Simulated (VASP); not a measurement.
# Rh: single point with r2SCAN

The system is Rh.

```
Rh
1.0
     2.80195    0.00000    0.00000
    -1.40097    2.42656    0.00000
     0.00000    0.00000    4.54357
Rh
2
Direct
  0.66667 0.33333 0.75000
  0.33333 0.66667 0.25000
```

```json
{
  "Program": "VASP 6.6.1",
  "Task": "single point",
  "Functional": "r2SCAN",
  "Potentials or basis": "VASP PAW PBE potentials, release 64 (Rh_pv)",
  "Cutoff": "520 eV",
  "k mesh": "12 × 12 × 7",
  "Occupations": "gaussian, width 0.1 eV",
  "Spin": "no spin polarisation",
  "Dipole correction": "no",
  "Further INCAR settings": "ALGO = Normal; EDIFF = 1e-06; NBANDS = 22"
}
```

* Pressure: -23.2 GPa
* Band gap on the k mesh: zero (band 15 reaches 10.31 eV, above the bottom of band 16 at 8.29 eV)

Stress tensor (GPa, compression positive):
```
-22.91   0.00   0.00
  0.00 -22.91   0.00
  0.00   0.00 -23.78
```

Levels at points of the mesh, in eV from the Fermi level:
```
           k point  band 11  band 12  band 13  band 14  band 15  band 16  band 17  band 18  band 19  band 20
(0.00, 0.00, 0.00)    -2.63    -2.19    -2.19    -1.67    -1.67     0.10     0.10     1.00     7.89    16.61
(0.50, 0.00, 0.00)    -2.37    -1.96    -1.80     0.35     0.49     0.60     2.86     4.82    10.01    10.40
```

Run time: 5.2 min on 1 thread of AMD EPYC 7R13, on a shared host, peak memory 0.16 GiB.

Caveat: the PAW data sets were made with another functional, which shifts forces and pressure a little.
